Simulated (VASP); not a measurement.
WSe2:

```
W Se
1.0
     3.23344    0.00000    0.00000
    -1.61672    2.80024    0.00000
     0.00000    0.00000   12.75744
W Se
2 4
Direct
  0.33333 0.66667 0.25000
  0.66667 0.33333 0.75000
  0.33333 0.66667 0.62000
  0.66667 0.33333 0.12000
  0.33333 0.66667 0.88000
  0.66667 0.33333 0.38000
```

```yaml
Program: VASP 6.6.1
Task: relaxation of the atoms
Functional: LDA
Potentials_or_basis: VASP PAW LDA potentials, release 64 (W_sv, Se)
Cutoff: 520 eV
k_mesh: 6 × 6 × 2
Occupations: gaussian, width 0.01 eV
Spin: no spin polarisation
```

At the start: pressure 3.2 GPa; volume 19.25 Å³/atom.

Problem. Where does the relaxation end?

Solution. Over 3 steps the energy falls by 2.4 meV/atom; space group P6_3/mmc (No. 194, to 0.1 Å) before and after.

The path:
| step | energy change (eV) | largest force (eV/Å) | pressure (GPa) |
| --- | --- | --- | --- |
| 1 | 0.0000 | 0.3714 | 3.21 |
| 2 | -0.0142 | 0.0263 | 1.48 |
| 3 | -0.0142 | 0.0004 | 1.35 |

Final structure:
```yaml
crystal:
  lattice:
    - [3.23344, 0.00000, 0.00000]
    - [-1.61672, 2.80024, 0.00000]
    - [0.00000, 0.00000, 12.75744]
  atoms:
    - { symbol: W, position: [0.33333, 0.66667, 0.25000] }
    - { symbol: W, position: [0.66667, 0.33333, 0.75000] }
    - { symbol: Se, position: [0.33333, 0.66667, 0.61848] }
    - { symbol: Se, position: [0.66667, 0.33333, 0.11848] }
    - { symbol: Se, position: [0.33333, 0.66667, 0.88152] }
    - { symbol: Se, position: [0.66667, 0.33333, 0.38152] }
```
